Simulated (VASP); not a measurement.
# Ag in VASP: a series of runs

Ag is run at these levels: PBEsol; tasks: single point.

All numbers are computed with VASP 6.6.1; they aren't measurements. Logs are shortened: lines on timing, memory, paths and dates and some standing lists are left out, and cuts for length are marked.

### Step 1. The cell of the first run

The cell holds a slab with vacuum, 6 atoms: a = 2.869 Å, b = 2.869 Å, c = 26.696 Å, α = 90.00°, β = 90.00°, γ = 120.00°.

### Step 2. Single point, PBEsol

File INCAR:

```
SYSTEM = Ag
ALGO = Normal ; DIPOL = 0.5 0.5 0.500
EDIFF = 1E-6 ; ENCUT = 520
GGA = PS ; IDIPOL = 3
ISIF = 2 ; ISMEAR = 0
LASPH = .True. ; LCHARG = .True.
LDIPOL = .True. ; LELF = .True.
LREAL = .False. ; LVACPOTAV = .True.
LVHAR = .True. ; LWAVE = .False.
NBANDS = 42 ; NELM = 60
PREC = Accurate ; SIGMA = 0.1
```

File KPOINTS:

```
k-points
0
Gamma
  12 12 1
  0 0 0
```

File POSCAR:

```
Ag
1.0
    2.8687411792      0.0000000000      0.0000000000
   -1.4343705896      2.4844027381      0.0000000000
    0.0000000000      0.0000000000     26.6956358961
Ag
6
Direct
    0.0000000000      0.0000000000      0.2809447967
    0.6666666667      0.3333333333      0.3685239682
    0.3333333333      0.6666666667      0.4561031397
    0.6666666667      0.3333333333      0.5438968603
    0.3333333333      0.6666666667      0.6314760318
    0.0000000000      0.0000000000      0.7190552033
```

Potentials or basis: VASP PAW PBE potentials, release 64 (Ag).

The run is started by

```bash
$ cat potpaw_PBE.64/Ag/POTCAR > POTCAR
$ mpirun -np 1 vasp_std > vasp.out
```

OUTCAR:

```text
SYSTEM = Ag
   EDIFF = 1E-6
   ENCUT = 520
   GGA = PS
   ISIF = 2
   ISMEAR = 0
   LASPH = .True.
   LREAL = .False.
   NELM = 60
   PREC = Accurate

 ion  position               nearest neighbor table
   1  0.000  0.000  0.281-   2 2.87   2 2.87   2 2.87
   2  0.667  0.333  0.369-   3 2.87   1 2.87   3 2.87   1 2.87   1 2.87   3 2.87
   3  0.333  0.667  0.456-   2 2.87   2 2.87   2 2.87   4 2.87   4 2.87   4 2.87
   4  0.667  0.333  0.544-   5 2.87   5 2.87   5 2.87   3 2.87   3 2.87   3 2.87
   5  0.333  0.667  0.631-   4 2.87   6 2.87   4 2.87   6 2.87   6 2.87   4 2.87
   6  0.000  0.000  0.719-   5 2.87   5 2.87   5 2.87

  LATTYP: Found a hexagonal cell.
 ALAT       =     2.8687411792
 C/A-ratio  =     9.3056968993

  Lattice vectors:

 A1 = (   2.8687411792,   0.0000000000,   0.0000000000)
 A2 = (  -1.4343705896,   2.4844027381,   0.0000000000)
 A3 = (   0.0000000000,   0.0000000000,  26.6956358961)

Analysis of symmetry for initial positions (statically):
=====================================================================
 Subroutine PRICEL returns:
 Original cell was already a primitive cell.

 Routine SETGRP: Setting up the symmetry group for a
 hexagonal supercell.

 Subroutine GETGRP returns: Found 12 space group operations
 (whereof 12 operations were pure point group operations)
 out of a pool of 24 trial point group operations.

The static configuration has the point symmetry D_3d.

Analysis of symmetry for dynamics (positions and initial velocities):
=====================================================================
 Subroutine PRICEL returns:
 Original cell was already a primitive cell.

 Routine SETGRP: Setting up the symmetry group for a
 hexagonal supercell.

 Subroutine GETGRP returns: Found 12 space group operations
 (whereof 12 operations were pure point group operations)
 out of a pool of 24 trial point group operations.

The dynamic configuration has the point symmetry D_3d.

 Subroutine INISYM returns: Found 12 space group operations
 (whereof 12 operations are pure point group operations),
 and found     1 'primitive' translations

----------------------------------------------------------------------------------------

                                     Primitive cell

  volume of cell :     190.2627

  direct lattice vectors                    reciprocal lattice vectors
     2.868741179  0.000000000  0.000000000     0.348584950  0.201255615  0.000000000
    -1.434370590  2.484402738  0.000000000     0.000000000  0.402511229  0.000000000
     0.000000000  0.000000000 26.695635896     0.000000000  0.000000000  0.037459306

  length of vectors
     2.868741179  2.868741179 26.695635896     0.402511229  0.402511229  0.037459306

  position of ions in fractional coordinates (direct lattice)
     0.000000000  0.000000000  0.280944797
     0.666666667  0.333333333  0.368523968
     0.333333333  0.666666667  0.456103140
     0.666666667  0.333333333  0.543896860
     0.333333333  0.666666667  0.631476032
     0.000000000  0.000000000  0.719055203

  ion indices of the primitive-cell ions
   primitive index   ion index
                 1           1
                 2           2
                 3           3
                 4           4
                 5           5
                 6           6

----------------------------------------------------------------------------------------

 KPOINTS: k-points

Automatic generation of k-mesh.
 Grid dimensions read from file:
 generate k-points for:   12   12    1

 Generating k-lattice:

  Cartesian coordinates                     Fractional coordinates (reciprocal lattice)
     0.029048746  0.016771301  0.000000000     0.083333333  0.000000000  0.000000000
     0.000000000  0.033542602  0.000000000     0.000000000  0.083333333  0.000000000
     0.000000000  0.000000000  0.037459306     0.000000000  0.000000000  1.000000000

  Length of vectors
     0.033542602  0.033542602  0.037459306

  Shift w.r.t. Gamma in fractional coordinates (k-lattice)
     0.000000000  0.000000000  0.000000000

 Subroutine IBZKPT returns following result:
 ===========================================

 Found     19 irreducible k-points:

 Following reciprocal coordinates:
            Coordinates               Weight
  0.000000  0.000000  0.000000      1.000000
  0.083333 -0.000000  0.000000      6.000000
  0.166667 -0.000000  0.000000      6.000000
  0.250000 -0.000000  0.000000      6.000000
  0.333333 -0.000000  0.000000      6.000000
  0.416667 -0.000000  0.000000      6.000000
[... 11 lines left out ...]
  0.333333  0.250000  0.000000     12.000000
  0.333333  0.333333  0.000000      2.000000
   k-points           NKPTS =     19   k-points in BZ     NKDIM =     19   number of bands    NBANDS=     42
   number of dos      NEDOS =    301   number of ions     NIONS =      6
   total plane-waves  NPLWV = 115200
   dimension x,y,z NGX =    24 NGY =   24 NGZ =  200
   dimension x,y,z NGXF=    48 NGYF=   48 NGZF=  400
   ions per type =               6
   NGX,Y,Z   is equivalent  to a cutoff of  13.91, 13.91, 12.45 a.u.
   NGXF,Y,Z  is equivalent  to a cutoff of  27.82, 27.82, 24.91 a.u.
 SYSTEM =  Ag
   PREC   = accura    normal or accurate (medium, high low for compatibility)
   ISTART =      0    job   : 0-new  1-cont  2-samecut
   ICHARG =      2    charge: 1-file 2-atom 10-const
   ISPIN  =      1    spin polarized calculation?
   LNONCOLLINEAR =      F non collinear calculations
   LSORBIT =      F    spin-orbit coupling
   LASPH  =      T    aspherical Exc in radial PAW
   ENCUT  =  520.0 eV  38.22 Ry    6.18 a.u.   5.33  5.33 49.64*2*pi/ulx,y,z
   NELM   =     60;   NELMIN=  2; NELMDL= -5     # of ELM steps
   EDIFF  = 0.1E-05   stopping-criterion for ELM
   LREAL  =      F    real-space projection
   EDIFFG = 0.1E-04   stopping-criterion for IOM
   NSW    =      0    number of steps for IOM
   IBRION =     -1    ionic relax: 0-MD 1-quasi-New 2-CG
   NFREE  =      0    steps in history (QN), initial steepest desc. (CG)
   ISIF   =      2    stress and relaxation
   ISYM   =      2    0-nonsym 1-usesym 2-fastsym
   POTIM  = 0.5000    time-step for ionic-motion
   TEBEG  =    0.0;   TEEND  =   0.0 temperature during run
   PSTRESS=    0.0 pullay stress
   NELECT =      66.0000    total number of electrons
   NUPDOWN=      -1.0000    fix difference up-down
   EMIN   =  10.00;   EMAX   =-10.00  energy-range for DOS
   EFERMI =   0.00;   METHOD = LEGACY
   ISMEAR =     0;   SIGMA  =   0.10  broadening in eV -4-tet -1-fermi 0-gaus
   EFERMI_NEDOS =   21; number of points for ismear=-14 and -15
   IALGO  =     38    algorithm
   IMIX   =      4    mixing-type and parameters
     AMIX     =   0.40;   BMIX     =  1.00
     AMIX_MAG =   1.60;   BMIX_MAG =  1.00
  volume/ion in A,a.u.               =      31.71       213.99
  Fermi-wavevector in a.u.,A,eV,Ry     =   1.150284  2.173721 18.002581  1.323152
  Thomas-Fermi vector in A             =   2.286948
   LORBIT       =      0    0 simple, 1 ext, 2 COOP (PROOUT), +10 PAW based schemes
   GGA     = PS    functional components
   LHFCALC =     F    Hartree Fock is set to
   AEXX    =    0.0000 exact exchange contribution
   IVDW    =     0    specifies the selected vdW correction
   LEPSILON=     F    determine dielectric tensor
   LRPA    =     F    only Hartree local field effects (RPA)
 non-spin polarized calculation
 Gauss-broadening in eV      SIGMA  =   0.10
  energy-cutoff  :      520.00
  volume of cell :      190.26
 maximum number of plane-waves:      5187
 NGX is ok and might be reduce to    24
   NGX = 11   NGY = 11   NGZ = 99

 number of electron      65.9999997 magnetization

 dipolmoment           0.000000      0.000000      0.000000 electrons x Angstroem

 Free energy of the ion-electron system (eV)
  ---------------------------------------------------
  ext. energy  EPLUGINS =         0.00000000
  ---------------------------------------------------
  free energy    TOTEN  =       -18.92215062 eV

  energy without entropy =      -18.90754968  energy(sigma->0) =      -18.91485015

 E-fermi :   2.3768     XC(G=0):  -7.2188

 val. band max:        2.3108668803   @ k =   0.3333   0.1667   0.0000
 cond. band min:       2.3844135583   @ k =   0.0000   0.0000   0.0000
 fundamental gap:      0.0735466780
 Fermi energy:         2.3767949173

 k-point     1 :       0.0000    0.0000    0.0000
  band No.  band energies     occupation
      1      -5.4170      2.00000
      2      -4.9131      2.00000
      3      -4.2619      2.00000
      4      -4.0981      2.00000
      5      -3.9476      2.00000
      6      -3.8975      2.00000
[... 34 lines left out ...]
     41       7.8703      0.00000
     42       9.7370      0.00000

 k-point     2 :       0.0833   -0.0000    0.0000
  band No.  band energies     occupation
      1      -5.2245      2.00000
      2      -4.7278      2.00000
      3      -4.0871      2.00000
      4      -3.9747      2.00000
      5      -3.8091      2.00000
      6      -3.7416      2.00000
[... 34 lines left out ...]
     41       8.0262      0.00000
     42       9.9027      0.00000

 k-point     3 :       0.1667   -0.0000    0.0000
  band No.  band energies     occupation
      1      -4.6967      2.00000
      2      -4.2479      2.00000
      3      -3.7100      2.00000
      4      -3.6616      2.00000
      5      -3.4871      2.00000
      6      -3.3710      2.00000
[... 34 lines left out ...]
     41       8.4957      0.00000
     42      10.3966      0.00000

 k-point     4 :       0.2500   -0.0000    0.0000
  band No.  band energies     occupation
      1      -4.0765      2.00000
      2      -3.8321      2.00000
      3      -3.6065      2.00000
      4      -3.5227      2.00000
      5      -3.3534      2.00000
      6      -3.1788      2.00000
[... 619 lines left out ...]
     41       9.3652      0.00000
     42       9.8779      0.00000

 k-point    18 :       0.3333    0.2500    0.0000
  band No.  band energies     occupation
      1      -3.5786      2.00000
      2      -3.5176      2.00000
      3      -3.3830      2.00000
      4      -3.2587      2.00000
      5      -3.2375      2.00000
      6      -3.1050      2.00000
[... 34 lines left out ...]
     41       8.5769      0.00000
     42       9.0528      0.00000

 k-point    19 :       0.3333    0.3333    0.0000
  band No.  band energies     occupation
      1      -3.5023      2.00000
      2      -3.3168      2.00000
      3      -3.3168      2.00000
      4      -3.1785      2.00000
      5      -3.1785      2.00000
      6      -3.1354      2.00000
[... 34 lines left out ...]
     41       8.2683      0.00000
     42       8.5425      0.00000

------------------------ aborting loop because EDIFF is reached ----------------------------------------

  FORCE on cell =-STRESS in cart. coord.  units (eV):
  Direction    XX          YY          ZZ          XY          YZ          ZX
  --------------------------------------------------------------------------------------
  -------------------------------------------------------------------------------------
  Total       -0.9901133     -0.9901133     -0.9053919     -0.0000000      0.0000000      0.0000000
  in kB       -8.3376151     -8.3376151     -7.6241870     -0.0000000      0.0000000      0.0000000
  external PRESSURE =      -8.0998058 kB  Pullay stress =       0.0000000 kB

 VOLUME and BASIS-vectors are now :
 -----------------------------------------------------------------------------
  energy-cutoff  :      520.00
  volume of cell :      190.26
      direct lattice vectors                 reciprocal lattice vectors
     2.868741179  0.000000000  0.000000000     0.348584950  0.201255615  0.000000000
    -1.434370590  2.484402738  0.000000000     0.000000000  0.402511229  0.000000000
     0.000000000  0.000000000 26.695635896     0.000000000  0.000000000  0.037459306

 POSITION                                       TOTAL-FORCE (eV/Angst)
 -----------------------------------------------------------------------------------
      0.00000      0.00000      7.50000        -0.000000     -0.000000      0.085500
      1.43437      0.82813      9.83798        -0.000000      0.000000     -0.020375
     -0.00000      1.65627     12.17596        -0.000000      0.000000      0.000728
      1.43437      0.82813     14.51967         0.000000      0.000000     -0.000728
     -0.00000      1.65627     16.85765        -0.000000     -0.000000      0.020375
      0.00000      0.00000     19.19564         0.000000      0.000000     -0.085500
 -----------------------------------------------------------------------------------
    total drift:                               -0.000000      0.000000      0.000000

  FREE ENERGIE OF THE ION-ELECTRON SYSTEM (eV)
  ---------------------------------------------------
  free  energy   TOTEN  =       -18.9221506160 eV

  energy  without entropy=      -18.9075496758  energy(sigma->0) =      -18.91485015

 vacuum level on the upper side and lower side of the slab         6.904         6.904
```

Run time: 4 min. Hardware: 1 thread of Intel Xeon 6975P-C, shared host; peak memory 0.37 GiB.

What came out:

| Item | Value |
| --- | --- |
| Free energy | -18.9222 eV |
| Largest force | 0.086 eV/Å |
| Band gap on the k mesh | zero (band 33 reaches 5.75 eV, above the bottom of band 34 at -0.64 eV) |

Forces on the atoms (eV/Å):
```
Ag   0.000  0.000  0.086
Ag   0.000  0.000 -0.020
Ag   0.000  0.000  0.001
Ag   0.000  0.000 -0.001
Ag   0.000  0.000  0.020
Ag   0.000  0.000 -0.086
```

Levels at points of the mesh, in eV from the Fermi level:
| k point | band 29 | band 30 | band 31 | band 32 | band 33 | band 34 | band 35 | band 36 | band 37 | band 38 |
| --- | --- | --- | --- | --- | --- | --- | --- | --- | --- | --- |
| (0.00, 0.00, 0.00) | -3.35 | -3.35 | -3.09 | -3.09 | -3.02 | -3.02 | -2.42 | -0.62 | 0.01 | 4.17 |
| (0.50, 0.00, 0.00) | -2.71 | -2.71 | 0.01 | 0.19 | 0.82 | 1.27 | 1.46 | 1.58 | 4.24 | 4.43 |

Caveat: the PAW data sets were made with another functional, which shifts forces and pressure a little.

### Step 3. Single point, PBEsol

File INCAR:

```
ALGO = Normal ; DIPOL = 0.5 0.5 0.500
EDIFF = 1E-6 ; ENCUT = 520
GGA = PS ; IDIPOL = 3
ISIF = 2 ; ISMEAR = 0
LASPH = T ; LCHARG = F
LDIPOL = T ; LREAL = F
LWAVE = F ; NBANDS = 42
NELM = 60 ; PREC = Accurate
SIGMA = 0.1
```

File KPOINTS:

```
k-points
0
Gamma
  12 12 1
```

File POSCAR:

```
Ag
1.0
    2.8687411792      0.0000000000      0.0000000000
   -1.4343705896      2.4844027381      0.0000000000
    0.0000000000      0.0000000000     26.6956358961
Ag
6
Direct
    0.0000000000      0.0000000000      0.2826621173
    0.6666666667      0.3333333333      0.3693450330
    0.3333333333      0.6666666667      0.4563855357
    0.6666666667      0.3333333333      0.5436144634
    0.3333333333      0.6666666667      0.6306549670
    0.0000000000      0.0000000000      0.7173378836
```

Potentials or basis: VASP PAW PBE potentials, release 64 (Ag).

The run is started by

```bash
$ cat potpaw_PBE.64/Ag/POTCAR > POTCAR
$ mpirun -np 1 vasp_std > vasp.out
```

It took 3.8 min on 1 thread of Intel Xeon 6975P-C, shared host; peak memory 0.38 GiB.

It converged, with:

| Item | Value |
| --- | --- |
| Free energy | -18.9259 eV |
| Largest force | 0.006 eV/Å |
| Band gap on the k mesh | zero (band 33 reaches 5.73 eV, above the bottom of band 34 at -0.63 eV) |

Forces in eV/Å, atoms in the order of the input:
```
Ag   0.000  0.000  0.006
Ag   0.000  0.000  0.001
Ag   0.000  0.000  0.000
Ag   0.000  0.000  0.000
Ag   0.000  0.000 -0.001
Ag   0.000  0.000 -0.006
```

Levels at points of the mesh, in eV from the Fermi level:
| k point | band 29 | band 30 | band 31 | band 32 | band 33 | band 34 | band 35 | band 36 | band 37 | band 38 |
| --- | --- | --- | --- | --- | --- | --- | --- | --- | --- | --- |
| (0.00, 0.00, 0.00) | -3.35 | -3.35 | -3.08 | -3.08 | -3.00 | -3.00 | -2.40 | -0.59 | 0.04 | 4.22 |
| (0.50, 0.00, 0.00) | -2.72 | -2.71 | -0.01 | 0.18 | 0.82 | 1.27 | 1.47 | 1.58 | 4.26 | 4.45 |

Caveat: the PAW data sets were made with another functional, which shifts forces and pressure a little.
